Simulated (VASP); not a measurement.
# Cu (P6_3/mmc) in VASP: notebook

Cu is run at these levels: revPBE; tasks: single point, relaxation of cell and atoms.

Everything below comes from runs of VASP 6.6.1. Logs are shortened: lines on timing, memory, paths and dates and some standing lists are left out, and cuts for length are marked.

## 1. The cell of the first run

Symmetry: P6_3/mmc, No. 194, hexagonal system. Conventional cell: a = 2.688 Å, b = 2.688 Å, c = 4.401 Å, α = 90.00°, β = 90.00°, γ = 120.00°. Cu (site symmetry -6m2) has 12 Cu at 2.69 Å within 3.5 Å.

This isn't the form of Cu at room conditions, which is fcc.

## 2. Single point, revPBE (13.77 Å³/atom)

Contents of INCAR:

```
SYSTEM = Cu
ALGO     = Normal         ! electronic algorithm
EDIFF    = 1E-6           ! SCF threshold, eV
ENCUT    = 520            ! plane-wave cutoff, eV
GGA      = RE             ! functional
ISIF     = 2              ! what is computed and relaxed
ISMEAR   = -1             ! smearing method
LASPH    = .True.         ! aspherical terms in the spheres
LCHARG   = .True.         ! write CHGCAR
LELF     = .True.         ! ELF
LREAL    = .False.        ! projectors in reciprocal space
LVHAR    = .True.       
LWAVE    = .False.        ! write WAVECAR
NBANDS   = 18             ! bands
NELM     = 100            ! most SCF steps
PREC     = Accurate       ! precision mode
SIGMA    = 0.1            ! smearing width, eV
```

Contents of KPOINTS:

```
k-points
0
Gamma
  16 16 9
  0 0 0
```

Contents of POSCAR:

```
Cu
1.0
    2.6879780290      0.0000000000      0.0000000000
   -1.3439890145      2.3278572579      0.0000000000
    0.0000000000      0.0000000000      4.4007259763
Cu
2
Direct
    0.3333333333      0.6666666667      0.2500000000
    0.6666666667      0.3333333333      0.7500000000
```

Potentials or basis: VASP PAW PBE potentials, release 64 (Cu).

Run with:

```sh
cat potpaw_PBE.64/Cu/POTCAR > POTCAR
mpirun -np 1 vasp_std > vasp.out
```

OUTCAR:

```text
SYSTEM = Cu
   EDIFF = 1E-6
   ENCUT = 520
   GGA = RE
   ISIF = 2
   ISMEAR = -1
   LASPH = .True.
   LREAL = .False.
   NELM = 100
   PREC = Accurate

 ion  position               nearest neighbor table
   1  0.333  0.667  0.250-   2 2.69   2 2.69   2 2.69   2 2.69   2 2.69   2 2.69
   2  0.667  0.333  0.750-   1 2.69   1 2.69   1 2.69   1 2.69   1 2.69   1 2.69

  LATTYP: Found a hexagonal cell.
 ALAT       =     2.6879780290
 C/A-ratio  =     1.6371882243

  Lattice vectors:

 A1 = (   2.6879780290,   0.0000000000,   0.0000000000)
 A2 = (  -1.3439890145,   2.3278572579,   0.0000000000)
 A3 = (   0.0000000000,   0.0000000000,   4.4007259763)

Analysis of symmetry for initial positions (statically):
=====================================================================
 Subroutine PRICEL returns:
 Original cell was already a primitive cell.

 Routine SETGRP: Setting up the symmetry group for a
 hexagonal supercell.

 Subroutine GETGRP returns: Found 24 space group operations
 (whereof 12 operations were pure point group operations)
 out of a pool of 24 trial point group operations.

The static configuration has the point symmetry D_3d.
 The point group associated with its full space group is D_6h.

Analysis of symmetry for dynamics (positions and initial velocities):
=====================================================================
 Subroutine PRICEL returns:
 Original cell was already a primitive cell.

 Routine SETGRP: Setting up the symmetry group for a
 hexagonal supercell.

 Subroutine GETGRP returns: Found 24 space group operations
 (whereof 12 operations were pure point group operations)
 out of a pool of 24 trial point group operations.

The dynamic configuration has the point symmetry D_3d.
 The point group associated with its full space group is D_6h.

 Subroutine INISYM returns: Found 24 space group operations
 (whereof 12 operations are pure point group operations),
 and found     1 'primitive' translations

----------------------------------------------------------------------------------------

                                     Primitive cell

  volume of cell :      27.5364

  direct lattice vectors                    reciprocal lattice vectors
     2.687978029  0.000000000  0.000000000     0.372026850  0.214789802  0.000000000
    -1.343989014  2.327857258  0.000000000     0.000000000  0.429579604  0.000000000
     0.000000000  0.000000000  4.400725976     0.000000000  0.000000000  0.227235235

  length of vectors
     2.687978029  2.687978029  4.400725976     0.429579604  0.429579604  0.227235235

  position of ions in fractional coordinates (direct lattice)
     0.333333333  0.666666667  0.250000000
     0.666666667  0.333333333  0.750000000

  ion indices of the primitive-cell ions
   primitive index   ion index
                 1           1
                 2           2

----------------------------------------------------------------------------------------

 KPOINTS: k-points

Automatic generation of k-mesh.
 Grid dimensions read from file:
 generate k-points for:   16   16    9

 Generating k-lattice:

  Cartesian coordinates                     Fractional coordinates (reciprocal lattice)
     0.023251678  0.013424363  0.000000000     0.062500000 -0.000000000  0.000000000
     0.000000000  0.026848725  0.000000000     0.000000000  0.062500000  0.000000000
     0.000000000  0.000000000  0.025248359     0.000000000  0.000000000  0.111111111

  Length of vectors
     0.026848725  0.026848725  0.025248359

  Shift w.r.t. Gamma in fractional coordinates (k-lattice)
     0.000000000  0.000000000  0.000000000

 Subroutine IBZKPT returns following result:
 ===========================================

 Found    150 irreducible k-points:

 Following reciprocal coordinates:
            Coordinates               Weight
  0.000000  0.000000  0.000000      1.000000
  0.062500 -0.000000  0.000000      6.000000
  0.125000 -0.000000  0.000000      6.000000
  0.187500 -0.000000  0.000000      6.000000
  0.250000 -0.000000  0.000000      6.000000
  0.312500  0.000000  0.000000      6.000000
[... 16 lines left out ...]
  0.187500  0.187500  0.000000      6.000000
  0.250000  0.187500  0.000000     12.000000
 [... further k-points ...]
   k-points           NKPTS =    150   k-points in BZ     NKDIM =    150   number of bands    NBANDS=     18
   number of dos      NEDOS =    301   number of ions     NIONS =      2
   total plane-waves  NPLWV =  14400
   dimension x,y,z NGX =    20 NGY =   20 NGZ =   36
   dimension x,y,z NGXF=    40 NGYF=   40 NGZF=   72
   ions per type =               2
   NGX,Y,Z   is equivalent  to a cutoff of  12.37, 12.37, 13.60 a.u.
   NGXF,Y,Z  is equivalent  to a cutoff of  24.74, 24.74, 27.20 a.u.
 SYSTEM =  Cu
   PREC   = accura    normal or accurate (medium, high low for compatibility)
   ISTART =      0    job   : 0-new  1-cont  2-samecut
   ICHARG =      2    charge: 1-file 2-atom 10-const
   ISPIN  =      1    spin polarized calculation?
   LNONCOLLINEAR =      F non collinear calculations
   LSORBIT =      F    spin-orbit coupling
   LASPH  =      T    aspherical Exc in radial PAW
   ENCUT  =  520.0 eV  38.22 Ry    6.18 a.u.   5.00  5.00  8.18*2*pi/ulx,y,z
   NELM   =    100;   NELMIN=  2; NELMDL= -5     # of ELM steps
   EDIFF  = 0.1E-05   stopping-criterion for ELM
   LREAL  =      F    real-space projection
   EDIFFG = 0.1E-04   stopping-criterion for IOM
   NSW    =      0    number of steps for IOM
   IBRION =     -1    ionic relax: 0-MD 1-quasi-New 2-CG
   NFREE  =      0    steps in history (QN), initial steepest desc. (CG)
   ISIF   =      2    stress and relaxation
   ISYM   =      2    0-nonsym 1-usesym 2-fastsym
   POTIM  = 0.5000    time-step for ionic-motion
   TEBEG  =    0.0;   TEEND  =   0.0 temperature during run
   PSTRESS=    0.0 pullay stress
   NELECT =      22.0000    total number of electrons
   NUPDOWN=      -1.0000    fix difference up-down
   EMIN   =  10.00;   EMAX   =-10.00  energy-range for DOS
   EFERMI =   0.00;   METHOD = LEGACY
   ISMEAR =    -1;   SIGMA  =   0.10  broadening in eV -4-tet -1-fermi 0-gaus
   EFERMI_NEDOS =   21; number of points for ismear=-14 and -15
   IALGO  =     38    algorithm
   IMIX   =      4    mixing-type and parameters
     AMIX     =   0.40;   BMIX     =  1.00
     AMIX_MAG =   1.60;   BMIX_MAG =  1.00
  volume/ion in A,a.u.               =      13.77        92.91
  Fermi-wavevector in a.u.,A,eV,Ry     =   1.519079  2.870642 31.396804  2.307600
  Thomas-Fermi vector in A             =   2.628113
   LORBIT       =      0    0 simple, 1 ext, 2 COOP (PROOUT), +10 PAW based schemes
   GGA     = RE    functional components
   LHFCALC =     F    Hartree Fock is set to
   AEXX    =    0.0000 exact exchange contribution
   IVDW    =     0    specifies the selected vdW correction
   LEPSILON=     F    determine dielectric tensor
   LRPA    =     F    only Hartree local field effects (RPA)
 non-spin polarized calculation
  energy-cutoff  :      520.00
  volume of cell :       27.54
 maximum number of plane-waves:       763
 NGX is ok and might be reduce to    20
   NGX =  9   NGY =  9   NGZ = 17

 number of electron      21.9999989 magnetization

 Free energy of the ion-electron system (eV)
  ---------------------------------------------------
  ext. energy  EPLUGINS =         0.00000000
  ---------------------------------------------------
  free energy    TOTEN  =        -6.59678837 eV

  energy without entropy =       -6.57398550  energy(sigma->0) =       -6.58538693

 E-fermi :   5.9448     XC(G=0): -11.7563

 val. band max:        5.9247554171   @ k =   0.1250  -0.0000   0.1111
 cond. band min:       5.9584431406   @ k =   0.1250   0.1250   0.2222
 fundamental gap:      0.0336877235
 Fermi energy:         5.9448177481

 k-point     1 :       0.0000    0.0000    0.0000
  band No.  band energies     occupation
      1      -2.2910      2.00000
      2       1.6631      2.00000
      3       3.3470      2.00000
      4       3.4044      2.00000
      5       3.4044      2.00000
      6       3.5634      2.00000
[... 10 lines left out ...]
     17      27.2777      0.00000
     18      27.2778      0.00000

 k-point     2 :       0.0625   -0.0000    0.0000
  band No.  band energies     occupation
      1      -2.1774      2.00000
      2       1.7268      2.00000
      3       3.2917      2.00000
      4       3.4409      2.00000
      5       3.4515      2.00000
      6       3.5458      2.00000
[... 10 lines left out ...]
     17      28.3481      0.00000
     18      28.4865      0.00000

 k-point     3 :       0.1250   -0.0000    0.0000
  band No.  band energies     occupation
      1      -1.8401      2.00000
      2       1.9023      2.00000
      3       3.1944      2.00000
      4       3.4738      2.00000
      5       3.5319      2.00000
      6       3.5465      2.00000
[... 10 lines left out ...]
     17      27.6990      0.00000
     18      28.2973      0.00000

 k-point     4 :       0.1875   -0.0000    0.0000
  band No.  band energies     occupation
      1      -1.2914      2.00000
      2       2.1356      2.00000
      3       3.0898      2.00000
      4       3.1743      2.00000
      5       3.4086      2.00000
      6       3.6341      2.00000
[... 375 lines left out ...]
      4       3.2069      2.00000
      5       3.3022      2.00000
      6       3.4033      2.00000
[... 10 lines left out ...]
     17      15.8850      0.00000
     18      22.8025      0.00000

 k-point    23 :       0.1875    0.1875    0.0000
  band No.  band energies     occupation
      1       0.5033      2.00000
      2       2.5816      2.00000
      3       2.6551      2.00000
      4       2.7761      2.00000
      5       3.3185      2.00000
      6       3.4248      2.00000
[... 10 lines left out ...]
     17      22.2719      0.00000
     18      22.3908      0.00000

 k-point    24 :       0.2500    0.1875    0.0000
  band No.  band energies     occupation
      1       1.2968      2.00000
      2       2.5414      2.00000
      3       2.5683      2.00000
      4       2.7716      2.00000
      5       3.2606      2.00000
      6       3.5068      2.00000
[... 10 lines left out ...]
     17      20.1017      0.00000
     18      21.6082      0.00000

 [... further k-points ...]
[... 5 lines left out ...]
  --------------------------------------------------------------------------------------
  -------------------------------------------------------------------------------------
  Total       -1.7137730     -1.7137730     -1.7186226     -0.0000000     -0.0000000      0.0000000
  in kB      -99.7143113    -99.7143113    -99.9964818     -0.0000000     -0.0000000      0.0000000
  external PRESSURE =     -99.8083681 kB  Pullay stress =       0.0000000 kB

 VOLUME and BASIS-vectors are now :
 -----------------------------------------------------------------------------
  energy-cutoff  :      520.00
  volume of cell :       27.54
      direct lattice vectors                 reciprocal lattice vectors
     2.687978029  0.000000000  0.000000000     0.372026850  0.214789802  0.000000000
    -1.343989014  2.327857258  0.000000000     0.000000000  0.429579604  0.000000000
     0.000000000  0.000000000  4.400725976     0.000000000  0.000000000  0.227235235

 POSITION                                       TOTAL-FORCE (eV/Angst)
 -----------------------------------------------------------------------------------
     -0.00000      1.55190      1.10018        -0.000000      0.000000      0.000000
      1.34399      0.77595      3.30054         0.000000     -0.000000     -0.000000
 -----------------------------------------------------------------------------------
    total drift:                               -0.000000      0.000000     -0.000000

  FREE ENERGIE OF THE ION-ELECTRON SYSTEM (eV)
  ---------------------------------------------------
  free  energy   TOTEN  =        -6.5967883699 eV

  energy  without entropy=       -6.5739854989  energy(sigma->0) =       -6.58538693
```

It took 86 s on 1 thread of Intel Xeon 8259CL, shared host; peak memory 0.18 GiB.

Results:

- Free energy: -6.5968 eV
- Pressure: -10.0 GPa
- Band gap on the k mesh: zero (bands 11 and 12 overlap by 4.75 eV)

Caveat: the cell stands under tension; the PAW data sets were made with another functional, which shifts forces and pressure a little.

## 3. Relaxation of cell and atoms, revPBE

This run uses another cell than the first one, of 11.81 Å³/atom.

Contents of INCAR:

```
  PREC = Accurate
  ENCUT = 600
  EDIFF = 1E-6
  ISMEAR = -1
  SIGMA = 0.1
  LREAL = False
  LASPH = True
  NELM = 100
  ALGO = Normal
  ISIF = 3
  LWAVE = False
  LCHARG = False
  GGA = RE
  IBRION = 2
  NSW = 80
  EDIFFG = -0.01
```

Contents of KPOINTS:

```
regular mesh
0
Gamma
  14 14 8
```

Contents of POSCAR:

```
Cu
1.0
    2.5561591618      0.0000000000      0.0000000000
   -1.2780795809      2.2136987702      0.0000000000
    0.0000000000      0.0000000000      4.1742079112
Cu
2
Direct
    0.3333333333      0.6666666667      0.2500000000
    0.6666666667      0.3333333333      0.7500000000
```

Potentials or basis: VASP PAW PBE potentials, release 64 (Cu).

Run with:

```sh
cat potpaw_PBE.64/Cu/POTCAR > POTCAR
mpirun -np 1 vasp_std > vasp.out
```

Wall time 3.4 min (1 thread of Intel Xeon 8259CL, shared host); peak memory 0.17 GiB.

Results (log left out):

- Free energy: -6.6944 eV
- Relaxed volume: 12.36 Å³/atom
- Relaxed cell: a = 2.594 Å, b = 2.594 Å, c = 4.243 Å, α = 90.00°, β = 90.00°, γ = 120.00°
- Space group after relaxing (to 0.1 Å): P6_3/mmc (No. 194)
- Energy gained by relaxing: 10.3 meV/atom
- Ionic steps: 5
- Pressure after relaxing: 0.0 GPa
- Band gap on the k mesh: zero (bands 11 and 12 overlap by 5.42 eV)

Stress tensor (GPa, compression positive):
```
-0.05  0.00  0.00
 0.00 -0.05  0.00
 0.00  0.00  0.05
```

Step by step:
```
step  energy change (eV)  largest force (eV/Å)  pressure (GPa)  volume (Å³)
   1              0.0000                0.0000            6.54        23.62
   2             -0.0153                0.0000           -2.78        25.31
   3             -0.0205                0.0000            0.11        24.70
   4             -0.0205                0.0000            0.00        24.72
   5             -0.0206                0.0000           -0.02        24.72
```

Final structure:
```
CELL_PARAMETERS angstrom
2.59390 0.00000 0.00000
-1.29695 2.24639 0.00000
0.00000 0.00000 4.24273
ATOMIC_POSITIONS crystal
Cu 0.33333 0.66667 0.25000
Cu 0.66667 0.33333 0.75000
```

Levels at points of the mesh, in eV from the Fermi level:
```csv
k point,band 7,band 8,band 9,band 10,band 11,band 12,band 13,band 14,band 15
"(0.00, 0.00, 0.00)",-2.59,-2.32,-2.32,-1.63,-1.63,-0.84,3.58,21.01,21.18
"(0.50, 0.00, 0.00)",-2.56,-1.54,-1.51,-1.45,0.06,1.53,7.61,7.92,10.41
"(0.00, 0.00, 0.50)",-2.82,-2.82,-1.84,-1.84,-1.84,-1.84,12.09,12.09,21.69
"(0.50, 0.00, 0.50)",-1.78,-1.78,-1.49,-1.49,0.60,0.60,4.66,4.66,15.73
```

Caveat: the PAW data sets were made with another functional, which shifts forces and pressure a little.

## 4. Single point, revPBE

This run uses another cell than the first one, of 12.29 Å³/atom.

Contents of INCAR:

```
SYSTEM = Cu
PREC = Accurate
ENCUT = 520
EDIFF = 1E-6
ISMEAR = -1
SIGMA = 0.1
LREAL = .False.
LASPH = .True.
NELM = 60
ALGO = Normal
ISIF = 2
LWAVE = .False.
LCHARG = .False.
GGA = RE
NBANDS = 18
```

Contents of KPOINTS:

```
regular mesh
0
Gamma
  23 23 12
  0 0 0
```

Contents of POSCAR:

```
Cu
1.0
    2.5883303632      0.0000000000      0.0000000000
   -1.2941651816      2.2415598480      0.0000000000
    0.0000000000      0.0000000000      4.2375839915
Cu
2
Direct
    0.3333333333      0.6666666667      0.2500000000
    0.6666666667      0.3333333333      0.7500000000
```

Run with:

```sh
cat potpaw_PBE.64/Cu/POTCAR > POTCAR
mpirun -np 1 vasp_std > vasp.out
```

Run time: 2.5 min. Hardware: 1 thread of Intel Xeon 8259CL, shared host; peak memory 0.25 GiB.

Results (log left out):

- Free energy: -6.6979 eV
- Pressure: 0.7 GPa
- Band gap on the k mesh: zero (bands 11 and 12 overlap by 5.68 eV)

Stress tensor (GPa, compression positive):
```
0.44 0.00 0.00
0.00 0.44 0.00
0.00 0.00 1.12
```

Levels at points of the mesh, in eV from the Fermi level:
```csv
k point,band 7,band 8,band 9,band 10,band 11,band 12,band 13,band 14,band 15,band 16
"(0.00, 0.00, 0.00)",-2.66,-2.39,-2.39,-1.70,-1.70,-0.92,3.54,21.01,21.23,21.23
"(0.00, 0.00, 0.50)",-2.89,-2.89,-1.91,-1.91,-1.91,-1.91,12.05,12.05,21.69,21.69
```

Caveat: the PAW data sets were made with another functional, which shifts forces and pressure a little.

## 5. Summary

| task | cell | k mesh | cutoff (eV) | gap on the mesh (eV) | pressure (GPa) |
| --- | --- | --- | --- | --- | --- |
| single point | a = 2.688, b = 2.688, c = 4.401 Å, angles 90.0, 90.0, 120.0°, 2 atoms | 16 × 16 × 9 | 520 | none | -10.0 |
| relaxation of cell and atoms | relaxed from a = 2.556, b = 2.556, c = 4.174 Å, angles 90.0, 90.0, 120.0°, 2 atoms | 14 × 14 × 8 | 600 | none | 0.0 |
| single point | a = 2.588, b = 2.588, c = 4.238 Å, angles 90.0, 90.0, 120.0°, 2 atoms | 23 × 23 × 12 | 520 | none | 0.7 |

Alike in all rows: level revPBE; potentials or basis VASP PAW PBE potentials, release 64 (Cu); no spin polarisation; smearing fermi-dirac 0.1 eV.

Caveats: the PAW data sets were made with another functional, which shifts forces and pressure a little; the cell stands under tension (at least some runs).

Total energies depend on the potentials used, so only differences within one code and one set of settings carry meaning.
